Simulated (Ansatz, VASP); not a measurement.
## K3Zr2S: VASP beside Ansatz

```
CELL_PARAMETERS angstrom
6.46756 0.00000 0.00000
-3.23378 5.60107 0.00000
0.00000 0.00000 4.28209
ATOMIC_POSITIONS crystal
K 0.50000 0.00000 0.50000
K 0.00000 0.50000 0.50000
K 0.50000 0.50000 0.50000
Zr 0.66667 0.33333 0.00000
Zr 0.33333 0.66667 0.00000
S 0.00000 0.00000 0.00000
```

Change from the starting cell: species swapped into the CeSi2Ir3 type (P6/mmm, No. 191).

Alike in both runs: task single point; functional PBE; k mesh 3 × 3 × 4; occupations gaussian, width 0.1 eV; no spin polarisation.

|  | VASP | Ansatz |
| --- | --- | --- |
| version | VASP 6.6.1 | Ansatz 0.2.0 |
| potentials or method | VASP PAW PBE potentials, release 64 (K_sv, Zr_sv, S), cutoff 520 eV | scalar-relativistic, plane waves, PAW |
| valence electrons in the cell | 57 | 57 |

Ansatz gave:

* gap on the k mesh at the Fermi level (eV): none
* pressure (GPa): 8.8
* traceless stress, the component that is largest in VASP (GPa): 13.92

Task: Which values does VASP return?

Result: gap on the k mesh at the Fermi level (eV): none; pressure (GPa): 9.0; traceless stress, the component that is largest in VASP (GPa): 14.03.

A gap of «none» marks a metal or a gap that the smearing closes.

The k mesh is coarse, so the values compare programs but aren't converged.
